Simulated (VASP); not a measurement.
Input of a VASP 6.6.1 run:

INCAR

```
ALGO = Normal
EDIFF = 1E-6
ENCUT = 520
GGA = PE
ISIF = 2
ISMEAR = -1
LASPH = T
LCHARG = F
LREAL = F
LWAVE = F
NBANDS = 18
NELM = 80
PREC = Accurate
SIGMA = 0.08
```

KPOINTS

```
k-points
0
Gamma
  12 12 7
```

POSCAR

```
PtS2
1.0
    3.5431994758      0.0000000000      0.0000000000
   -1.7715997379      3.0685007567      0.0000000000
    0.0000000000      0.0000000000      5.0388000000
Pt S
1 2
Direct
    0.0000000000      0.0000000000      0.0000000000
    0.3333333333      0.6666666667      0.2500000000
    0.6666666667      0.3333333333      0.7500000000
```

Potentials or basis: VASP PAW PBE potentials, release 64 (Pt, S).

Command:

```sh
$ cat potpaw_PBE.64/Pt/POTCAR potpaw_PBE.64/S/POTCAR > POTCAR
$ mpirun -np 1 vasp_std > vasp.out
```

(1) What does it give for the pressure?

(2) Predict the band gap on the k mesh.

(3) Predict the largest force.

Results:

(1) 1.9 GPa.

(2) 0.52 eV, indirect (least direct gap 0.74 eV).

(3) 0.366 eV/Å.

Caveat: spin-orbit coupling is left out, which moves the levels of the heavy elements.
